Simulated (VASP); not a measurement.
# WS2 in VASP: notebook

WS2 is run at these levels: PBEsol; tasks: single point.

Program: VASP 6.6.1. These are calculated values, not measurements. Logs are shortened: lines on timing, memory, paths and dates and some standing lists are left out, and cuts for length are marked.

## 1. The cell of the first run

The cell holds a slab with vacuum, 9 atoms: a = 3.183 Å, b = 3.183 Å, c = 28.532 Å, α = 90.00°, β = 90.00°, γ = 120.00°.

## 2. Single point, PBEsol

INCAR

```
SYSTEM = WS2
PREC = Accurate
ENCUT = 520
EDIFF = 1E-6
ISMEAR = 0
SIGMA = 0.14
LREAL = .FALSE.
LASPH = .TRUE.
NELM = 100
ALGO = Normal
ISIF = 2
LWAVE = .FALSE.
LCHARG = .FALSE.
GGA = PS
NBANDS = 49
```

KPOINTS

```
regular mesh
0
G
  12 12 1
  0 0 0
```

POSCAR

```
WS2
1.0
    3.1829541699      0.0000000000      0.0000000000
   -1.5914770850      2.7565191702      0.0000000000
    0.0000000000      0.0000000000     28.5322178600
W S
3 6
Direct
    0.6666666667      0.3333333333      0.6592864300
    0.3333333333      0.6666666667      0.8855337800
    0.3333333333      0.6666666667      0.4343616800
    0.6666666667      0.3333333333      0.9401857300
    0.6666666667      0.3333333333      0.4890304200
    0.3333333333      0.6666666667      0.7139522100
    0.6666666667      0.3333333333      0.8308482800
    0.6666666667      0.3333333333      0.3797102500
    0.3333333333      0.6666666667      0.6046252100
```

Potentials or basis: VASP PAW PBE potentials, release 64 (W_sv, S).

Run with:

```bash
> cat potpaw_PBE.64/W_sv/POTCAR potpaw_PBE.64/S/POTCAR > POTCAR
> mpirun -np 1 vasp_std > vasp.out
```

OUTCAR:

```text
SYSTEM = WS2
   PREC = Accurate
   ENCUT = 520
   EDIFF = 1E-6
   ISMEAR = 0
   LREAL = .FALSE.
   LASPH = .TRUE.
   NELM = 100
   ISIF = 2
   GGA = PS

 ion  position               nearest neighbor table
   1  0.667  0.333  0.659-   9 2.41   9 2.41   9 2.41   6 2.41   6 2.41   6 2.41
   2  0.333  0.667  0.886-   4 2.41   4 2.41   4 2.41   7 2.41   7 2.41   7 2.41
   3  0.333  0.667  0.434-   8 2.41   8 2.41   8 2.41   5 2.41   5 2.41   5 2.41
   4  0.667  0.333  0.940-   2 2.41   2 2.41   2 2.41
   5  0.667  0.333  0.489-   3 2.41   3 2.41   3 2.41
   6  0.333  0.667  0.714-   1 2.41   1 2.41   1 2.41
   7  0.667  0.333  0.831-   2 2.41   2 2.41   2 2.41
   8  0.667  0.333  0.380-   3 2.41   3 2.41   3 2.41
   9  0.333  0.667  0.605-   1 2.41   1 2.41   1 2.41

  LATTYP: Found a hexagonal cell.
 ALAT       =     3.1829541699
 C/A-ratio  =     8.9640680754

  Lattice vectors:

 A1 = (   3.1829541699,   0.0000000000,   0.0000000000)
 A2 = (  -1.5914770850,   2.7565191702,   0.0000000000)
 A3 = (   0.0000000000,   0.0000000000,  28.5322178600)

Analysis of symmetry for initial positions (statically):
=====================================================================
 Subroutine PRICEL returns:
 Original cell was already a primitive cell.

 Routine SETGRP: Setting up the symmetry group for a
 hexagonal supercell.

 Subroutine GETGRP returns: Found  6 space group operations
 (whereof  6 operations were pure point group operations)
 out of a pool of 24 trial point group operations.

The static configuration has the point symmetry C_3v.

Analysis of symmetry for dynamics (positions and initial velocities):
=====================================================================
 Subroutine PRICEL returns:
 Original cell was already a primitive cell.

 Routine SETGRP: Setting up the symmetry group for a
 hexagonal supercell.

 Subroutine GETGRP returns: Found  6 space group operations
 (whereof  6 operations were pure point group operations)
 out of a pool of 24 trial point group operations.

The dynamic configuration has the point symmetry C_3v.

 Subroutine INISYM returns: Found  6 space group operations
 (whereof  6 operations are pure point group operations),
 and found     1 'primitive' translations

----------------------------------------------------------------------------------------

                                     Primitive cell

[... 104 lines left out ...]
   ISIF   =      2    stress and relaxation
   ISYM   =      2    0-nonsym 1-usesym 2-fastsym
   POTIM  = 0.5000    time-step for ionic-motion
   TEBEG  =    0.0;   TEEND  =   0.0 temperature during run
   PSTRESS=    0.0 pullay stress
   NELECT =      78.0000    total number of electrons
   NUPDOWN=      -1.0000    fix difference up-down
   EMIN   =  10.00;   EMAX   =-10.00  energy-range for DOS
   EFERMI =   0.00;   METHOD = LEGACY
   ISMEAR =     0;   SIGMA  =   0.14  broadening in eV -4-tet -1-fermi 0-gaus
   EFERMI_NEDOS =   21; number of points for ismear=-14 and -15
   IALGO  =     38    algorithm
   IMIX   =      4    mixing-type and parameters
     AMIX     =   0.40;   BMIX     =  1.00
     AMIX_MAG =   1.60;   BMIX_MAG =  1.00
  volume/ion in A,a.u.               =      27.82       187.71
  Fermi-wavevector in a.u.,A,eV,Ry     =   1.109849  2.097311 16.759190  1.231766
  Thomas-Fermi vector in A             =   2.246394
   LORBIT       =      0    0 simple, 1 ext, 2 COOP (PROOUT), +10 PAW based schemes
   GGA     = PS    functional components
   LHFCALC =     F    Hartree Fock is set to
   AEXX    =    0.0000 exact exchange contribution
   IVDW    =     0    specifies the selected vdW correction
   LEPSILON=     F    determine dielectric tensor
   LRPA    =     F    only Hartree local field effects (RPA)
 non-spin polarized calculation
 Gauss-broadening in eV      SIGMA  =   0.14
  energy-cutoff  :      520.00
  volume of cell :      250.34
 maximum number of plane-waves:      6780
 NGX is ok and might be reduce to    24
   NGX = 11   NGY = 11   NGZ =107

 number of electron      78.0000002 magnetization

 Free energy of the ion-electron system (eV)
  ---------------------------------------------------
  ext. energy  EPLUGINS =         0.00000000
  ---------------------------------------------------
  free energy    TOTEN  =       -75.76098399 eV

  energy without entropy =      -75.76098399  energy(sigma->0) =      -75.76098399

 E-fermi :   3.2623     XC(G=0):  -7.5414

 val. band max:        2.6599783919   @ k =   0.0000   0.0000   0.0000
 cond. band min:       3.9978268034   @ k =   0.3333   0.3333   0.0000
 fundamental gap:      1.3378484116
 Fermi energy:         3.2623083329

 k-point     1 :       0.0000    0.0000    0.0000
  band No.  band energies     occupation
      1     -71.7411      2.00000
      2     -71.7401      2.00000
      3     -71.7400      2.00000
      4     -35.9875      2.00000
      5     -35.9865      2.00000
      6     -35.9863      2.00000
[... 977 lines left out ...]
     48       6.2831      0.00000
     49       7.7011      0.00000

------------------------ aborting loop because EDIFF is reached ----------------------------------------

  FORCE on cell =-STRESS in cart. coord.  units (eV):
  Direction    XX          YY          ZZ          XY          YZ          ZX
  --------------------------------------------------------------------------------------
  -------------------------------------------------------------------------------------
  Total       -3.7220468     -3.7220468     -1.0739260      0.0000000     -0.0000000     -0.0000000
  in kB      -23.8213009    -23.8213009     -6.8731844      0.0000000     -0.0000000     -0.0000000
  external PRESSURE =     -18.1719287 kB  Pullay stress =       0.0000000 kB

 VOLUME and BASIS-vectors are now :
 -----------------------------------------------------------------------------
  energy-cutoff  :      520.00
  volume of cell :      250.34
      direct lattice vectors                 reciprocal lattice vectors
     3.182954170  0.000000000  0.000000000     0.314173547  0.181388182  0.000000000
    -1.591477085  2.756519170  0.000000000     0.000000000  0.362776363  0.000000000
     0.000000000  0.000000000 28.532217860     0.000000000  0.000000000  0.035048099

 POSITION                                       TOTAL-FORCE (eV/Angst)
 -----------------------------------------------------------------------------------
      1.59148      0.91884     18.81090         0.000000     -0.000000      0.003892
     -0.00000      1.83768     25.26624        -0.000000     -0.000000     -0.002484
     -0.00000      1.83768     12.39330         0.000000      0.000000     -0.006724
      1.59148      0.91884     26.82558         0.000000     -0.000000     -0.100170
      1.59148      0.91884     13.95312         0.000000     -0.000000     -0.081570
     -0.00000      1.83768     20.37064        -0.000000     -0.000000     -0.079679
      1.59148      0.91884     23.70594        -0.000000      0.000000      0.088549
      1.59148      0.91884     10.83398        -0.000000     -0.000000      0.098963
     -0.00000      1.83768     17.25130        -0.000000     -0.000000      0.079224
 -----------------------------------------------------------------------------------
    total drift:                                0.000000      0.000000     -0.000316

  FREE ENERGIE OF THE ION-ELECTRON SYSTEM (eV)
  ---------------------------------------------------
  free  energy   TOTEN  =       -75.7609839937 eV

  energy  without entropy=      -75.7609839937  energy(sigma->0) =      -75.76098399
```

stdout:

```text
POSCAR found type information on POSCAR W S
 POSCAR found :  2 types and       9 ions
 scaLAPACK will be used
 -----------------------------------------------------------------------------
|                                                                             |
|                                                                             |
|     You enforced a specific xc type in the INCAR file but a different       |
|     I HOPE YOU KNOW WHAT YOU ARE DOING!                                     |
|                                                                             |
 -----------------------------------------------------------------------------

 LDA part: xc-table for (Slater+PW92), standard interpolation
 POSCAR, INCAR and KPOINTS ok, starting setup
 FFT: planning ... GRIDC
 FFT: planning ... GRID_SOFT
 FFT: planning ... GRID
 WAVECAR not read
 entering main loop
```

Run time: 5.8 min. Hardware: 1 thread of Intel Xeon 6975P-C, shared host; peak memory 0.45 GiB.

What came out:

| Item | Value |
| --- | --- |
| Free energy | -75.7610 eV |
| Largest force | 0.100 eV/Å |
| Band gap on the k mesh | 1.34 eV, indirect (least direct gap 1.75 eV) |

Forces in eV/Å, atoms in the order of the input:
```
W    0.000  0.000  0.004
W    0.000  0.000 -0.002
W    0.000  0.000 -0.007
S    0.000  0.000 -0.100
S    0.000  0.000 -0.082
S    0.000  0.000 -0.080
S    0.000  0.000  0.089
S    0.000  0.000  0.099
S    0.000  0.000  0.079
```

Levels at points of the mesh, in eV from the valence-band top:
| k point | band 35 | band 36 | band 37 | band 38 | band 39 | band 40 | band 41 | band 42 | band 43 | band 44 |
| --- | --- | --- | --- | --- | --- | --- | --- | --- | --- | --- |
| (0.00, 0.00, 0.00) | -2.08 | -1.91 | -0.70 | -0.30 | 0.00 | 2.45 | 2.45 | 2.45 | 2.45 | 2.45 |
| (0.50, 0.00, 0.00) | -1.72 | -1.68 | -1.43 | -1.38 | -1.35 | 2.39 | 2.40 | 2.41 | 2.79 | 2.86 |

Caveat: the PAW data sets were made with another functional, which shifts forces and pressure a little; spin-orbit coupling is left out, which moves the levels of the heavy elements.

(Part 1 of 2 ends here.)
